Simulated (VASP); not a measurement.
Runs of VASP 6.6.1 on CaO (Lime). The structure is that of space group Fm-3m (No. 225), or close to it. The cells are those of the table. 

```tsv
task	level	potentials or basis	cell	k mesh	cutoff (eV)	smearing	gap on the mesh (eV)	pressure (GPa)	relaxed volume (Å³/atom)
relaxation of cell and atoms	LDA	VASP PAW LDA potentials, release 64 (Ca_sv, O)	relaxed from a = 3.415 Å, angles 60.0°, 2 atoms	8 × 8 × 8	600	fermi-dirac 0.02 eV	3.43	0.0	13.12
single point	PBE	VASP PAW PBE potentials, release 64 (Ca_sv, O)	a = 3.391 Å, angles 60.0°, 2 atoms	6 × 6 × 6	520	gaussian 0.01 eV	3.63	(c)	-
single point	PBE	VASP PAW PBE potentials, release 64 (Ca_sv, O)	a = 3.415 Å, angles 60.0°, 2 atoms	8 × 8 × 8	520	fermi-dirac 0.02 eV	3.64	0.6	-
single point	LDA	VASP PAW LDA potentials, release 64 (Ca_sv, O)	a = 3.391 Å, angles 60.0°, 2 atoms	10 × 10 × 10	520	gaussian 0.01 eV	(d)	(b)	-
single point	LDA	VASP PAW LDA potentials, release 64 (Ca_sv, O)	a = 3.329 Å, angles 60.0°, 2 atoms	8 × 8 × 8	520	fermi-dirac 0.02 eV	3.42	1.0	-
relaxation of cell and atoms	PBE	VASP PAW PBE potentials, release 64 (Ca_sv, O)	relaxed from a = 3.403 Å, angles 60.0°, 2 atoms	8 × 8 × 8	600	fermi-dirac 0.02 eV	3.64	0.0	14.15
relaxation of cell and atoms	PBEsol	VASP PAW PBE potentials, release 64 (Ca_sv, O)	relaxed from a = 3.415 Å, angles 60.0°, 2 atoms	8 × 8 × 8	600	fermi-dirac 0.02 eV	(a)	0.0	13.61
single point	PBEsol	VASP PAW PBE potentials, release 64 (Ca_sv, O)	a = 3.371 Å, angles 60.0°, 2 atoms	8 × 8 × 8	520	fermi-dirac 0.02 eV	3.52	0.6	-
```

Alike in all rows: no spin polarisation.

Question: Estimate the missing entries.

Answer: (a) 3.53; (b) -5.5; (c) 3.1; (d) 3.46.

Caveats: the PAW data sets were made with another functional, which shifts forces and pressure a little (some runs).

A k mesh can miss the band edges.
